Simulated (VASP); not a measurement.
Here is a VASP 6.6.1 calculation.

File INCAR:

```
PREC     = Accurate       # precision mode
ENCUT    = 600            # plane-wave cutoff, eV
EDIFF    = 1E-6           # SCF threshold, eV
ISMEAR   = 0              # smearing method
SIGMA    = 0.01           # smearing width, eV
LREAL    = False          # projectors in reciprocal space
LASPH    = True           # aspherical terms in the spheres
NELM     = 120            # most SCF steps
ALGO     = Normal         # electronic algorithm
ISIF     = 2              # what is computed and relaxed
LWAVE    = False          # write WAVECAR
LCHARG   = False          # write CHGCAR
GGA      = CA             # functional
NBANDS   = 28             # bands
GGA_COMPAT= False
```

Contents of KPOINTS:

```
regular mesh
0
Gamma
  6 6 4
```

File POSCAR:

```
BaTiO3
1.0
    4.1124670000      0.0000000000      0.0000000000
    0.0000000000      4.1124670000      0.0000000000
    0.0000000000      0.0000000000      5.0356130000
Ba Ti O
1 1 3
Direct
    0.0000000000      0.0000000000      0.0000000000
    0.5000000000      0.5000000000      0.5000000000
    0.0000000000      0.5000000000      0.5000000000
    0.5000000000      0.0000000000      0.5000000000
    0.0000000000      0.0000000000      0.5000000000
```

Potentials or basis: VASP PAW LDA potentials, release 64 (Ba_sv, Ti_sv, O).

Run with:

```console
$ cat potpaw_LDA.64/Ba_sv/POTCAR potpaw_LDA.64/Ti_sv/POTCAR potpaw_LDA.64/O/POTCAR > POTCAR
$ mpirun -np 1 vasp_std > vasp.out
```

Problem. What does it give for the pressure?

Solution. -7.6 GPa.

Problem. Predict the band gap on the k mesh.

Solution. Zero (band 20 reaches 4.20 eV, above the bottom of band 21 at 2.52 eV).

Stress tensor (GPa, compression positive):
```
-7.97  0.00  0.00
 0.00 -7.97  0.00
 0.00  0.00 -6.99
```

Caveat: spin-orbit coupling is left out, which moves the levels of the heavy elements; semilocal functionals often make such compounds metallic where correlation or magnetic order opens a gap, which also shifts bond lengths.
